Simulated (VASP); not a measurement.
Input of a VASP 6.6.1 run:

File INCAR:

```
SYSTEM = MnS
PREC = Accurate
ENCUT = 520
EDIFF = 1E-7
ISMEAR = 0
SIGMA = 0.1
LREAL = .FALSE.
LASPH = .TRUE.
NELM = 150
ALGO = Normal
ISIF = 2
LWAVE = .FALSE.
LCHARG = .TRUE.
ISPIN = 2
MAGMOM = 4 0
LORBIT = 11
LMAXMIX = 4
GGA = PE
LELF = .TRUE.
LVHAR = .TRUE.
NBANDS = 20
```

KPOINTS

```
Automatic mesh
0
G
  5 5 5
  0 0 0
```

File POSCAR:

```
MnS
1.0
    0.0000000000      2.5081216812      2.5081216812
    2.5081216812      0.0000000000      2.5081216812
    2.5081216812      2.5081216812      0.0000000000
Mn S
1 1
Direct
    0.0000000000      0.0000000000      0.0000000000
    0.5000000000      0.5000000000      0.5000000000
```

Potentials or basis: VASP PAW PBE potentials, release 64 (Mn_pv, S).

Launch:

```bash
$ cat potpaw_PBE.64/Mn_pv/POTCAR potpaw_PBE.64/S/POTCAR > POTCAR
$ mpirun -np 1 vasp_std > vasp.out
```

(1) Estimate the net moment.

(2) What does it give for the site moments?

Answers

(1) 4.17 μB per cell.

(2) Mn +3.88; S +0.05 μB.

Caveat: the k points lie up to 0.43 Å⁻¹ apart; a cell with one magnetic atom can't hold antiferromagnetic order, which such compounds often take.
